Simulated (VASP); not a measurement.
TaVN2: relaxation of cell and atoms with PBEsol

TaVN2:

```xyz
4
Lattice="3.0499 0.0000 0.0000 0.0000 3.0499 0.0000 0.0000 0.0000 4.2961" Properties=species:S:1:pos:R:3 pbc="T T T"
Ta    0.0000    0.0000    0.0000
V     1.5249    1.5249    2.1480
N     1.5249    1.5249    0.0000
N     0.0000    0.0000    2.1480
```

- Program: VASP 6.6.1
- Task: relaxation of cell and atoms
- Functional: PBEsol
- Potentials or basis: VASP PAW PBE potentials, release 64 (Ta_pv, V_sv, N)
- Cutoff: 600 eV
- k mesh: 9 × 9 × 6
- Occupations: fermi-dirac, width 0.05 eV
- Spin: collinear spin, ferromagnetic start
- Starting moments: [0.0, 2.0, 0.0, 0.0] μB
- Dipole correction: no
- Further INCAR settings: ALGO = Normal; EDIFF = 1e-07; IBRION = 2; EDIFFG = -0.01; NSW = 60; ISIF = 3

```yaml
Relaxed_volume: 9.62 Å³/atom
Relaxed_cell: a = 3.016 Å, b = 3.016 Å, c = 4.231 Å, α = 90.00°, β = 90.00°, γ = 90.00°
Space_group_after_relaxing_to_0.1_Å: P4/mmm (No. 123)
Energy_gained_by_relaxing: 14.5 meV/atom
Ionic_steps: 9
Pressure_after_relaxing: 0.0 GPa
Band_gap_on_the_k_mesh: zero (filled and empty bands overlap)
Net_moment: 0.00 μB per cell
Valence_electrons_inside_the_program's_atomic_spheres: Ta 9.05; V 11.63; N 3.77, 3.73
```

The path:
| step | energy change (eV) | largest force (eV/Å) | pressure (GPa) | volume (Å³) |
| --- | --- | --- | --- | --- |
| 1 | 0.0000 | 0.0000 | -12.00 | 39.96 |
| 2 | 0.1789 | 0.0000 | 29.81 | 35.79 |
| 3 | -0.0577 | 0.0000 | -0.25 | 38.52 |
| 4 | -0.0577 | 0.0000 | -0.01 | 38.49 |
| 5 | -0.0577 | 0.0000 | 0.25 | 38.46 |
| 6 | -0.0577 | 0.0000 | -0.40 | 38.54 |
| 7 | -0.0578 | 0.0000 | -0.11 | 38.50 |
| 8 | -0.0578 | 0.0000 | 0.12 | 38.48 |
| 9 | -0.0578 | 0.0000 | 0.00 | 38.49 |

Final structure:
```
CELL_PARAMETERS angstrom
3.01626 0.00000 0.00000
0.00000 3.01626 0.00000
0.00000 0.00000 4.23102
ATOMIC_POSITIONS crystal
Ta 0.00000 0.00000 0.00000
V 0.50000 0.50000 0.50000
N 0.50000 0.50000 0.00000
N 0.00000 0.00000 0.50000
```

Levels at points of the mesh, in eV from the Fermi level:
Spin up:
```tsv
k point	band 14	band 15	band 16	band 17	band 18	band 19	band 20	band 21
(0.00, 0.00, 0.00)	-2.94	-2.94	-2.90	-1.65	-1.65	-1.54	-0.29	-0.17
(0.00, 0.00, 0.50)	-4.27	-4.27	-4.17	-2.64	-0.02	0.66	0.66	1.44
```
Spin down:
```csv
k point,band 15,band 16,band 17,band 18,band 19,band 20
"(0.00, 0.00, 0.00)",-2.94,-2.90,-1.65,-1.65,-1.54,-0.29
"(0.00, 0.00, 0.50)",-4.27,-4.17,-2.64,-0.02,0.66,0.66
```

Run time: 14 min on 1 thread of Intel(R) Xeon(R) Platinum 8259CL CPU @ 2.50GHz (Skylake/Cascade Lake), on a shared host, peak memory 0.26 GiB.

Caveat: the moments typed at the start vanished in this run; the PAW data sets were made with another functional, which shifts forces and pressure a little; spin-orbit coupling is left out, which moves the levels of the heavy elements. With open d or f shells a metallic result of PBEsol can be an artefact of self-interaction; +U or a hybrid may open a gap.
